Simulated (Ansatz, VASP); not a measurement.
H: VASP beside Ansatz

```xyz
2
Lattice="0.0000 2.4405 0.0000 2.7726 -1.2202 0.0000 0.0000 0.0000 -11.4820" Properties=species:S:1:pos:R:3 pbc="T T T"
H     1.8244    1.2202   -8.6115
H     0.9482    0.0000   -2.8705
```

Alike in both runs: task single point; functional PBE; k mesh 8 × 8 × 2; no spin polarisation.

|  | VASP | Ansatz |
| --- | --- | --- |
| version | VASP 6.6.1 | Ansatz 0.2.0 |
| potentials or method | VASP PAW PBE potentials, release 64 (H), cutoff 520 eV | PAW plane waves |
| occupations | tetrahedron | tetrahedron-uncorrected |
| valence electrons in the cell | 2 | 2 |

|  | VASP | Ansatz | Ansatz less VASP |
| --- | --- | --- | --- |
| gap on the k mesh at the Fermi level (eV) | none | none | - |
| pressure (GPa) | -3.2 | -3.2 | +0.03 |
| traceless stress, the component that is largest in VASP (GPa) | -5.10 | -5.10 | -0.002 |

A gap of «none» marks a metal or a gap that the smearing closes. Ansatz's warnings: band table not solved further, xc potential rough in thin density.
